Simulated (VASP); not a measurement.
Runs of VASP 6.6.1 on C. The structure is that of space group Fmmm (No. 69), or close to it. The cells are those of the table. 

```csv
cell,pressure (GPa),largest force (eV/Å)
"a = 2.589, b = 2.589, c = 7.378 Å, angles 90.0, 90.0, 123.3°, 4 atoms",-20.9,0.18
"a = 2.461, b = 2.461, c = 7.378 Å, angles 90.0, 90.0, 115.4°, 4 atoms",-12.9,0.90
"a = 2.518, b = 2.518, c = 7.378 Å, angles 90.0, 90.0, 124.5°, 4 atoms",3.4,0.95
"a = 2.531, b = 2.531, c = 7.378 Å, angles 90.0, 90.0, 123.4°, 4 atoms",(b),0.54
"a = 2.488, b = 2.488, c = 7.378 Å, angles 90.0, 90.0, 122.3°, 4 atoms",1.4,0.51
"a = 2.588, b = 2.588, c = 7.378 Å, angles 90.0, 90.0, 118.9°, 4 atoms",-33.2,0.01
"a = 2.403, b = 2.403, c = 7.378 Å, angles 90.0, 90.0, 115.2°, 4 atoms",(c),1.51
"a = 2.503, b = 2.503, c = 7.378 Å, angles 90.0, 90.0, 116.6°, 4 atoms",(a),0.42
"a = 2.430, b = 2.430, c = 7.378 Å, angles 90.0, 90.0, 117.7°, 4 atoms",1.4,0.65
"a = 2.575, b = 2.575, c = 7.378 Å, angles 90.0, 90.0, 124.4°, 4 atoms",-13.1,0.44
```

Alike in all rows: task single point; level PBEsol; potentials or basis VASP PAW PBE potentials, release 64 (C); no spin polarisation; k mesh 18 × 18 × 6; cutoff (eV) 520; smearing gaussian 0.15 eV.

Estimate the missing entries.

(a) -20.8; (b) -6.4; (c) 3.6.

Caveats: this functional lacks dispersion, which binds the layers, so the pressure and a relaxed spacing across them are unreliable; the PAW data sets were made with another functional, which shifts forces and pressure a little; the cell stands under tension (at least some runs); the cell stands under pressure (at least some runs).
